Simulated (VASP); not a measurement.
Crystal: LuHfO2.

```xyz
8
Lattice="-3.4041 3.4041 2.6480 3.4041 -3.4041 2.6480 3.4041 3.4041 -2.6480" Properties=species:S:1:pos:R:3 pbc="T T T"
Lu    0.0000    0.0000    1.3240
Lu    0.0000    0.0000    3.9721
Hf    0.0000    3.4041    1.3240
Hf    3.4041    0.0000    1.3240
O     1.1349    4.5391    0.0000
O     2.2692    1.1349    0.0000
O     2.2692   -1.1349    2.6480
O     1.1349    2.2692    2.6480
```

The cell was generated, and may not be a known phase.

| Property | Result |
| --- | --- |
| Program | VASP 6.6.1 |
| Task | relaxation of cell and atoms |
| Functional | PBE |
| Potentials or basis | VASP PAW PBE potentials, release 64 (Lu, Hf_pv, O) |
| Cutoff | 600 eV |
| k mesh | 4 × 4 × 4 |
| Occupations | gaussian, width 0.1 eV |
| Spin | no spin polarisation |

At the start: pressure 8.2 GPa; volume 15.34 Å³/atom.

Q: How do energy, volume and symmetry change on relaxing?

A: Over 9 steps the energy falls by 395.1 meV/atom and the volume is 15.15 Å³/atom (-1.2 %); space group I4/mcm (No. 140, to 0.1 Å) before and after.

The path:
| step | energy change (eV) | largest force (eV/Å) | pressure (GPa) | volume (Å³) |
| --- | --- | --- | --- | --- |
| 1 | 0.0000 | 0.1890 | 8.17 | 122.74 |
| 2 | -1.9991 | 1.9211 | -10.39 | 135.95 |
| 3 | -2.0039 | 1.9408 | -10.92 | 136.41 |
| 4 | -2.9810 | 0.0654 | -4.60 | 124.01 |
| 5 | -3.0064 | 0.3728 | -5.95 | 126.02 |
| 6 | -3.0798 | 0.5968 | 5.36 | 117.35 |
| 7 | -3.1545 | 0.1388 | 0.39 | 120.85 |
| 8 | -3.1599 | 0.0550 | 0.04 | 121.07 |
| 9 | -3.1612 | 0.0066 | -0.12 | 121.23 |

Final structure:
```cif
data_structure
_symmetry_space_group_name_H-M 'P 1'
_symmetry_Int_Tables_number 1
_cell_length_a 5.4005
_cell_length_b 5.4005
_cell_length_c 5.4005
_cell_angle_alpha 109.932
_cell_angle_beta 109.932
_cell_angle_gamma 108.553
_cell_volume 121.23
loop_
_atom_site_label
_atom_site_type_symbol
_atom_site_fract_x
_atom_site_fract_y
_atom_site_fract_z
_atom_site_occupancy
Lu1 Lu 0.25000 0.25000 0.00000 1
Lu2 Lu 0.75000 0.75000 0.00000 1
Hf1 Hf 0.75000 0.25000 0.50000 1
Hf2 Hf 0.25000 0.75000 0.50000 1
O1 O 0.66089 0.16089 0.82177 1
O2 O 0.16089 0.33911 0.50000 1
O3 O 0.33911 0.83911 0.17823 1
O4 O 0.83911 0.66089 0.50000 1
```

Caveat: the k points lie up to 0.36 Å⁻¹ apart in the final cell, too coarse for converged energies and pressures of a metal.
